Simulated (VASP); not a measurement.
Input of a VASP 6.6.1 run:

File INCAR:

```
SYSTEM = Cd
PREC = Accurate
ENCUT = 520
EDIFF = 1E-7
ISMEAR = 0
SIGMA = 0.1
LREAL = .False.
LASPH = .True.
NELM = 100
ALGO = Fast
ISIF = 2
LWAVE = .False.
LCHARG = .False.
GGA = PE
NBANDS = 19
```

KPOINTS

```
regular mesh
0
Gamma
  6 6 6
  0 0 0
```

Contents of POSCAR:

```
Cd
1.0
    1.7027266930      0.9830697146      4.6611218613
   -1.7027266930      0.9830697146      4.6611218613
    0.0000000000     -1.9661394291      4.6611218613
Cd
2
Direct
    0.2497609884      0.2497609884      0.2497609884
    0.7502390116      0.7502390116      0.7502390116
```

Potentials or basis: VASP PAW PBE potentials, release 64 (Cd).

Launch:

```console
$ cat potpaw_PBE.64/Cd/POTCAR > POTCAR
$ mpirun -np 1 vasp_std > vasp.out
```

Problem. Predict the band gap on the k mesh.

Solution. Zero (bands 12 and 13 overlap by 2.03 eV).

Problem. What does it give for the pressure?

Solution. 0.3 GPa.

Problem. What does it give for the largest force?

Solution. 0.030 eV/Å.

Stress tensor (GPa, compression positive):
```
0.20 0.00 0.00
0.00 0.20 0.00
0.00 0.00 0.64
```

Caveat: the k points lie up to 0.36 Å⁻¹ apart, too coarse for converged energies and pressures of a metal.
